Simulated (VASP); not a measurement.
A run of VASP 6.6.1 is set up as follows.

The input INCAR:

```
SYSTEM = Cu
  PREC = Accurate
  ENCUT = 520
  EDIFF = 1E-7
  ISMEAR = 0
  SIGMA = 0.15
  LREAL = .False.
  LASPH = .True.
  NELM = 60
  ALGO = Fast
  ISIF = 2
  LWAVE = .False.
  LCHARG = .False.
  GGA = PE
  NBANDS = 18
```

Contents of KPOINTS:

```
Automatic mesh
0
Gamma
  20 20 20
  0 0 0
```

The input POSCAR:

```
Cu
1.0
    1.3211548289     -4.1304719022      0.0000000000
    1.3211548289      4.1304719022      0.0000000000
    0.0000000000      0.0000000000      2.5763273400
Cu
2
Direct
    0.1340351705      0.8659648295      0.2500000000
    0.8659648295      0.1340351705      0.7500000000
```

Potentials or basis: VASP PAW PBE potentials, release 64 (Cu).

Launch:

```sh
$ cat potpaw_PBE.64/Cu/POTCAR > POTCAR
$ mpirun -np 1 vasp_std > vasp.out
```

(1) Estimate the pressure.

(2) Estimate the band gap on the k mesh.

(3) What does it give for the largest force?

Results:

(1) -9.8 GPa.

(2) zero (bands 11 and 12 overlap by 5.14 eV).

(3) 0.175 eV/Å.

Caveat: the cell stands under tension.
